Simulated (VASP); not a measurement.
**N: single point with PBE+D3(BJ)**

N:

```
N
1.0
     8.86210    0.00000    0.00000
     0.00000    8.86210    0.00000
     0.00000    0.00000    8.86210
N
24
Direct
  0.14423 0.36989 0.31169
  0.18136 0.38013 0.19333
  0.91340 0.05991 0.20678
  0.84886 0.97416 0.26982
  0.78261 0.62434 0.52847
  0.86163 0.62213 0.43237
  0.12549 0.95848 0.53544
  0.13662 0.83746 0.56287
  0.73358 0.89356 0.89435
  0.80815 0.90077 0.79508
  0.43358 0.63637 0.35610
  0.42685 0.73174 0.27632
  0.70662 0.30047 0.74202
  0.80064 0.26359 0.66940
  0.85450 0.53770 0.04948
  0.91223 0.55299 0.94031
  0.57979 0.29377 0.16322
  0.61703 0.31467 0.28009
  0.49610 0.00371 0.60177
  0.52716 0.02095 0.48252
  0.46415 0.58185 0.91745
  0.43507 0.59437 0.79713
  0.16536 0.83671 0.01770
  0.20840 0.92259 0.93854
```

- Program: VASP 6.6.1
- Task: single point
- Functional: PBE
- Dispersion: D3(BJ)
- Potentials or basis: VASP PAW PBE potentials, release 64 (N)
- Cutoff: 520 eV
- k mesh: 1 × 1 × 1
- Occupations: fermi-dirac, width 0.05 eV
- Spin: no spin polarisation
- Dipole correction: no
- Further INCAR settings: LREAL = Auto; ALGO = Normal; EDIFF = 1e-06; NBANDS = 78

```yaml
Pressure: 1.4 GPa
Largest_force: 1.716 eV/Å
Band_gap_on_the_k_mesh: 7.50 eV
Dispersion_energy_per_atom: -0.042 eV
```

Forces in eV/Å, atoms in the order of the input:
```
N   -0.472 -0.142  1.504
N    0.471  0.128 -1.495
N    0.792  1.067 -0.790
N   -0.799 -1.071  0.794
N   -1.030  0.036  1.247
N    1.027 -0.037 -1.249
N   -0.131  1.360 -0.317
N    0.128 -1.358  0.320
N   -1.030 -0.098  1.369
N    1.027  0.102 -1.359
N    0.085 -1.165  0.967
N   -0.086  1.167 -0.975
N   -1.273  0.505  0.986
N    1.283 -0.505 -0.998
N   -0.741 -0.197  1.398
N    0.750  0.196 -1.398
N   -0.491 -0.287 -1.528
N    0.488  0.287  1.522
N   -0.400 -0.233  1.557
N    0.394  0.229 -1.548
N    0.390 -0.168  1.589
N   -0.385  0.175 -1.600
N   -0.545 -1.073  1.000
N    0.548  1.082 -0.995
```

Stress tensor (GPa, compression positive):
```
 0.74  0.17 -0.88
 0.17  0.85 -0.61
-0.88 -0.61  2.64
```

Levels at points of the mesh, in eV from the valence-band top:
```tsv
k point	band 58	band 59	band 60	band 61	band 62	band 63
(0.00, 0.00, 0.00)	-0.06	-0.04	0.00	7.50	7.56	7.65
```

Run time: 80 s on 1 thread of Intel(R) Xeon(R) Platinum 8375C CPU @ 2.90GHz (Ice Lake), on a shared host, peak memory 0.61 GiB.

Caveat: the k points lie up to 0.71 Å⁻¹ apart; the standard files for N, O and F lose accuracy on very short bonds.
